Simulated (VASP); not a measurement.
# ZrOs (Pm-3m) in VASP: notebook, part 2 of 2

VASP 6.6.1. The steps go on from the part before.

## Step 5: Electric field gradients, LDA (volume scaled by 1.04)

Input file INCAR:

```
SYSTEM = ZrOs
  PREC = Accurate
  ENCUT = 520
  EDIFF = 1E-8
  ISMEAR = -1
  SIGMA = 0.03
  LREAL = .False.
  LASPH = .True.
  NELM = 60
  ALGO = Normal
  ISIF = 2
  LWAVE = .False.
  LCHARG = .False.
  GGA = CA
  LEFG = .True.
  NBANDS = 17
```

Input file KPOINTS:

```
Automatic mesh
0
Gamma
  13 13 13
  0 0 0
```

Input file POSCAR:

```
ZrOs
1.0
    3.3059391347      0.0000000000      0.0000000000
    0.0000000000      3.3059391347      0.0000000000
    0.0000000000      0.0000000000      3.3059391347
Zr Os
1 1
Direct
    0.5000000000      0.5000000000      0.5000000000
    0.0000000000      0.0000000000      0.0000000000
```

Potentials or basis: VASP PAW LDA potentials, release 64 (Zr_sv, Os).

On the command line:

```bash
cat potpaw_LDA.64/Zr_sv/POTCAR potpaw_LDA.64/Os/POTCAR > POTCAR
mpirun -np 1 vasp_std > vasp.out
```

OUTCAR:

```text
SYSTEM = ZrOs
   PREC = Accurate
   ENCUT = 520
   EDIFF = 1E-8
   ISMEAR = -1
   LREAL = .False.
   LASPH = .True.
   NELM = 60
   ISIF = 2
   GGA = CA

 ion  position               nearest neighbor table
   1  0.500  0.500  0.500-   2 2.86   2 2.86   2 2.86   2 2.86   2 2.86   2 2.86   2 2.86   2 2.86

   2  0.000  0.000  0.000-   1 2.86   1 2.86   1 2.86   1 2.86   1 2.86   1 2.86   1 2.86   1 2.86

  LATTYP: Found a simple cubic cell.
 ALAT       =     3.3059391347

  Lattice vectors:

 A1 = (   3.3059391347,   0.0000000000,   0.0000000000)
 A2 = (   0.0000000000,   3.3059391347,   0.0000000000)
 A3 = (   0.0000000000,   0.0000000000,   3.3059391347)

Analysis of symmetry for initial positions (statically):
=====================================================================
 Subroutine PRICEL returns:
 Original cell was already a primitive cell.

 Routine SETGRP: Setting up the symmetry group for a
 simple cubic supercell.

 Subroutine GETGRP returns: Found 48 space group operations
[... 669 lines left out ...]
     3.305939135  0.000000000  0.000000000     0.302485908  0.000000000  0.000000000
     0.000000000  3.305939135  0.000000000     0.000000000  0.302485908  0.000000000
     0.000000000  0.000000000  3.305939135     0.000000000  0.000000000  0.302485908

 POSITION                                       TOTAL-FORCE (eV/Angst)
 -----------------------------------------------------------------------------------
      1.65297      1.65297      1.65297         0.000000      0.000000      0.000000
      0.00000      0.00000      0.00000         0.000000      0.000000      0.000000
 -----------------------------------------------------------------------------------
    total drift:                                0.000000      0.000000      0.000000

  FREE ENERGIE OF THE ION-ELECTRON SYSTEM (eV)
  ---------------------------------------------------
  free  energy   TOTEN  =       -22.9518405732 eV

  energy  without entropy=      -22.9495800499  energy(sigma->0) =      -22.95071031

 Electric field gradients (V/A^2)
---------------------------------------------------------------------
 ion       V_xx      V_yy      V_zz      V_xy      V_xz      V_yz
---------------------------------------------------------------------
   1      -0.000    -0.000    -0.000    -0.000    -0.000     0.000
   2      -0.000    -0.000     0.000     0.000     0.000     0.000
---------------------------------------------------------------------

 Electric field gradients after diagonalization (V/A^2)
 (convention: |V_zz| > |V_xx| > |V_yy|)
----------------------------------------------------------------------
 ion       V_xx      V_yy      V_zz     asymmetry (V_yy - V_xx)/ V_zz
----------------------------------------------------------------------
   1      -0.000    -0.000    -0.000      -0.052
   2      -0.000    -0.000     0.000       0.038
----------------------------------------------------------------------

           NMR quadrupolar parameters

 Cq : quadrupolar parameter    Cq=e*Q*V_zz/h
 eta: asymmetry parameters     (V_yy - V_xx)/ V_zz
 Q  : nuclear electric quadrupole moment in mb (millibarn)
----------------------------------------------------------------------
 ion       Cq(MHz)       eta       Q (mb)
----------------------------------------------------------------------
   1      -0.000      -0.052       1.000
   2       0.000       0.038       1.000
----------------------------------------------------------------------
```

OSZICAR:

```text
N       E                     dE             d eps       ncg     rms          rms(c)
DAV:   1     0.144701803501E+03    0.14470E+03   -0.10624E+04  2976   0.115E+03
DAV:   2    -0.149768012014E+02   -0.15968E+03   -0.15257E+03  3326   0.342E+02
DAV:   3    -0.237764177258E+02   -0.87996E+01   -0.86998E+01  4580   0.666E+01
DAV:   4    -0.240726731532E+02   -0.29626E+00   -0.29554E+00  3482   0.838E+00
DAV:   5    -0.240798699149E+02   -0.71968E-02   -0.71953E-02  4101   0.126E+00    0.201E+01
DAV:   6    -0.231883390947E+02    0.89153E+00   -0.12247E+00  3045   0.815E+00    0.792E+00
DAV:   7    -0.229918801716E+02    0.19646E+00   -0.71428E-01  3595   0.572E+00    0.244E+00
DAV:   8    -0.229540145501E+02    0.37866E-01   -0.17999E-01  3808   0.277E+00    0.842E-01
DAV:   9    -0.229517725433E+02    0.22420E-02   -0.13328E-02  3330   0.103E+00    0.897E-02
DAV:  10    -0.229518304776E+02   -0.57934E-04   -0.26316E-04  3854   0.139E-01    0.372E-02
DAV:  11    -0.229518404340E+02   -0.99565E-05   -0.27380E-05  4208   0.347E-02    0.111E-02
DAV:  12    -0.229518406442E+02   -0.21019E-06   -0.10865E-06  3486   0.799E-03    0.433E-03
DAV:  13    -0.229518405718E+02    0.72383E-07   -0.84488E-08  3328   0.314E-03    0.374E-04
DAV:  14    -0.229518405732E+02   -0.13874E-08   -0.29105E-09  1810   0.391E-04
   1 F= -.22951841E+02 E0= -.22950710E+02  d E =-.226052E-02
```

stdout:

```text
POSCAR found type information on POSCAR ZrOs
 POSCAR found :  2 types and       2 ions
 scaLAPACK will be used
 LDA part: xc-table for (Slater(with rela. corr.)+CA(PZ))
 , standard interpolation
 POSCAR, INCAR and KPOINTS ok, starting setup
 FFT: planning ... GRIDC
 FFT: planning ... GRID_SOFT
 FFT: planning ... GRID
 WAVECAR not read
 entering main loop
ion   1

ion   2
```

Wall time 65 s (1 thread of Intel Xeon Platinum 8375C at 2.90GHz (Ice Lake), shared host); peak memory 0.18 GiB.

What came out:

| Property | Result |
| --- | --- |
| Free energy | -22.9518 eV |
| Pressure | -14.6 GPa |
| Band gap on the k mesh | zero (band 10 reaches 9.43 eV, above the bottom of band 11 at 8.50 eV) |

Caveat: without QUAD_EFG the Cq values of the log hold for a quadrupole moment of 1 mb, not for the nuclei; spin-orbit coupling is left out, which moves the levels of the heavy elements.

## Step 6: Overview

```tsv
cell	gap on the mesh (eV)	pressure (GPa)
a = 3.274 Å, 2 atoms	none	-9.2
a = 3.285 Å, 2 atoms	none	-11.1
a = 3.306 Å, 2 atoms	none	-14.6
```

Alike in all rows: task electric field gradients; level LDA; potentials or basis VASP PAW LDA potentials, release 64 (Zr_sv, Os); no spin polarisation; k mesh 13 × 13 × 13; cutoff (eV) 520; smearing fermi-dirac 0.03 eV.

Caveats: spin-orbit coupling is left out, which moves the levels of the heavy elements.

Absolute energies hang on the potentials; compare differences alone.
